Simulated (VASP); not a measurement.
# SiGe4 in VASP: further runs, part 2 of 2

VASP 6.6.1. Earlier steps stand in the parts before.

### Step 5. Single point, PBE

Input file INCAR:

```
SYSTEM = SiGe4
PREC = Accurate
ENCUT = 520
EDIFF = 1E-6
ISMEAR = 0
SIGMA = 0.1
LREAL = .False.
LASPH = .True.
NELM = 100
ALGO = Normal
ISIF = 2
LWAVE = .False.
LCHARG = .False.
LDIPOL = .True.
IDIPOL = 3
DIPOL = 0.5 0.5 0.349
GGA = PE
NBANDS = 38
```

Input file KPOINTS:

```
regular mesh
0
Gamma
  7 7 1
  0 0 0
```

Input file POSCAR:

```
SiGe4
1.0
    4.0740542171      0.0000000000      0.0000000000
    0.0000000000      4.0740542171      0.0000000000
    0.0000000000      0.0000000000     19.8557569412
Ge Si
4 1
Direct
    0.0000000000      0.5000000000      0.2014529092
    0.0000000000      0.0000000000      0.2739958843
    0.5000000000      0.0000000000      0.3493666172
    0.5000000000      0.5000000000      0.4208228861
    0.6250000000      0.8750000000      0.5016936166
```

Potentials or basis: VASP PAW PBE potentials, release 64 (Ge_d, Si).

Command:

```sh
> cat potpaw_PBE.64/Ge_d/POTCAR potpaw_PBE.64/Si/POTCAR > POTCAR
> mpirun -np 1 vasp_std > vasp.out
```

OUTCAR:

```text
SYSTEM = SiGe4
   PREC = Accurate
   ENCUT = 520
   EDIFF = 1E-6
   ISMEAR = 0
   LREAL = .False.
   LASPH = .True.
   NELM = 100
   ISIF = 2
   GGA = PE

 ion  position               nearest neighbor table
   1  0.000  0.500  0.201-   2 2.49   2 2.49
   2  0.000  0.000  0.274-   1 2.49   1 2.49   3 2.53   3 2.53
   3  0.500  0.000  0.349-   4 2.48   4 2.48   2 2.53   2 2.53
   4  0.500  0.500  0.421-   5 2.27   3 2.48   3 2.48
   5  0.625  0.875  0.502-   4 2.27

  LATTYP: Found a simple tetragonal cell.
 ALAT       =     4.0740542171
 C/A-ratio  =     4.8737095490

  Lattice vectors:

 A1 = (   4.0740542171,   0.0000000000,   0.0000000000)
 A2 = (   0.0000000000,   4.0740542171,   0.0000000000)
 A3 = (   0.0000000000,   0.0000000000,  19.8557569412)

Analysis of symmetry for initial positions (statically):
=====================================================================
 Subroutine PRICEL returns:
 Original cell was already a primitive cell.

 Routine SETGRP: Setting up the symmetry group for a
 simple tetragonal supercell.

 Subroutine GETGRP returns: Found  1 space group operations
 (whereof  1 operations were pure point group operations)
 out of a pool of 16 trial point group operations.

The static configuration has the point symmetry C_1 .

Analysis of symmetry for dynamics (positions and initial velocities):
=====================================================================
 Subroutine PRICEL returns:
 Original cell was already a primitive cell.

 Routine SETGRP: Setting up the symmetry group for a
 simple tetragonal supercell.

 Subroutine GETGRP returns: Found  1 space group operations
 (whereof  1 operations were pure point group operations)
 out of a pool of 16 trial point group operations.

The dynamic configuration has the point symmetry C_1 .

 Subroutine INISYM returns: Found  1 space group operations
 (whereof  1 operations are pure point group operations),
 and found     1 'primitive' translations

[... 128 lines left out ...]
   LEPSILON=     F    determine dielectric tensor
   LRPA    =     F    only Hartree local field effects (RPA)
 non-spin polarized calculation
 Gauss-broadening in eV      SIGMA  =   0.10
  energy-cutoff  :      520.00
  volume of cell :      329.56
 maximum number of plane-waves:      8917
   NGX = 15   NGY = 15   NGZ = 73

 dipolmoment           0.000000      0.000000      0.084106 electrons x Angstroem

 number of electron      59.9999944 magnetization

 dipolmoment           0.000000      0.000000     -0.052588 electrons x Angstroem

 Free energy of the ion-electron system (eV)
  ---------------------------------------------------
  ext. energy  EPLUGINS =         0.00000000
  ---------------------------------------------------
  free energy    TOTEN  =       -19.35991045 eV

  energy without entropy =      -19.34904724  energy(sigma->0) =      -19.35447885

 E-fermi :  -1.4043     XC(G=0):  -4.3671

 val. band max:       -1.4448165863   @ k =  -0.1429   0.2857   0.0000
 cond. band min:      -1.3830119646   @ k =   0.2857   0.2857   0.0000
 fundamental gap:      0.0618046216
 Fermi energy:        -1.4043214634

 k-point     1 :       0.0000    0.0000    0.0000
  band No.  band energies     occupation
      1     -26.1488      2.00000
      2     -26.0865      2.00000
      3     -26.0709      2.00000
      4     -26.0491      2.00000
      5     -26.0409      2.00000
      6     -25.9769      2.00000
[... 973 lines left out ...]
     37       3.0151      0.00000
     38       4.1962      0.00000

 [... further k-points ...]

------------------------ aborting loop because EDIFF is reached ----------------------------------------

 vacuum level on the upper side and lower side of the slab       (xc-potential included)        -0.425         0.102

  FORCE on cell =-STRESS in cart. coord.  units (eV):
  Direction    XX          YY          ZZ          XY          YZ          ZX
  --------------------------------------------------------------------------------------
  -------------------------------------------------------------------------------------
  Total       -2.4929210      0.1126241      0.8993568      0.6562953      0.5427601      0.2115264
  in kB      -12.1193418      0.5475226      4.3722255      3.1905815      2.6386296      1.0283363
  external PRESSURE =      -2.3998646 kB  Pullay stress =       0.0000000 kB

 VOLUME and BASIS-vectors are now :
 -----------------------------------------------------------------------------
  energy-cutoff  :      520.00
  volume of cell :      329.56
      direct lattice vectors                 reciprocal lattice vectors
     4.074054217  0.000000000  0.000000000     0.245455742  0.000000000  0.000000000
     0.000000000  4.074054217  0.000000000     0.000000000  0.245455742  0.000000000
     0.000000000  0.000000000 19.855756941     0.000000000  0.000000000  0.050363227

 POSITION                                       TOTAL-FORCE (eV/Angst)
 -----------------------------------------------------------------------------------
      0.00000      2.03703      4.00000         0.002917      0.011919     -0.197899
      0.00000      0.00000      5.44040        -0.054599      0.001783      0.195845
      2.03703      0.00000      6.93694         0.095204      0.314672     -0.448409
      2.03703      2.03703      8.35576        -0.168072     -0.979975      0.453135
      2.54628      3.56480      9.96151         0.124550      0.651602     -0.002671
 -----------------------------------------------------------------------------------
    total drift:                               -0.000033     -0.000043      0.002586

  FREE ENERGIE OF THE ION-ELECTRON SYSTEM (eV)
  ---------------------------------------------------
  free  energy   TOTEN  =       -19.3599104527 eV

  energy  without entropy=      -19.3490472384  energy(sigma->0) =      -19.35447885

 vacuum level on the upper side and lower side of the slab         2.847         3.387
```

OSZICAR:

```text
N       E                     dE             d eps       ncg     rms          rms(c)
DAV:   1     0.507249066275E+03    0.50725E+03   -0.30974E+04  2322   0.245E+03
DAV:   2     0.586322259703E+02   -0.44862E+03   -0.43763E+03  2132   0.615E+02
DAV:   3    -0.157683254353E+02   -0.74401E+02   -0.73359E+02  2580   0.183E+02
[... 16 lines left out ...]
DAV:  20    -0.193598760814E+02   -0.28906E-04   -0.16752E-06  1642   0.514E-02    0.117E-03
DAV:  21    -0.193598961858E+02   -0.20104E-04   -0.80311E-07  1552   0.169E-02    0.701E-04
DAV:  22    -0.193599046293E+02   -0.84435E-05   -0.44105E-07  1526   0.601E-03    0.450E-04
DAV:  23    -0.193599097820E+02   -0.51527E-05   -0.29326E-07  1422   0.601E-03    0.399E-04
DAV:  24    -0.193599104527E+02   -0.67067E-06   -0.95104E-08  1386   0.358E-03
   1 F= -.19359910E+02 E0= -.19354479E+02  d E =-.108632E-01
```

It took 11 min on 1 thread of Intel Xeon 8259CL, shared host; peak memory 0.51 GiB.

What came out:

* Free energy: -19.3599 eV
* Largest force: 1.093 eV/Å
* Band gap on the k mesh: zero (bands 30 and 31 overlap by 0.98 eV)

Forces in eV/Å, atoms in the order of the input:
```
Ge   0.003  0.012 -0.198
Ge  -0.055  0.002  0.196
Ge   0.095  0.315 -0.448
Ge  -0.168 -0.980  0.453
Si   0.125  0.652 -0.003
```

### Step 6. Summary

| cell | gap on the mesh (eV) | largest force (eV/Å) |
| --- | --- | --- |
| as given, atomic positions A | none | 1.13 |
| as given, atomic positions B | none | 1.24 |
| as given, atomic positions C | none | 0.24 |
| as given, atomic positions D | none | 1.09 |

Alike in all rows: task single point; level PBE; potentials or basis VASP PAW PBE potentials, release 64 (Ge_d, Si); no spin polarisation; k mesh 7 × 7 × 1; cutoff (eV) 520; smearing gaussian 0.1 eV.

Total energies depend on the potentials used, so only differences within one code and one set of settings carry meaning.
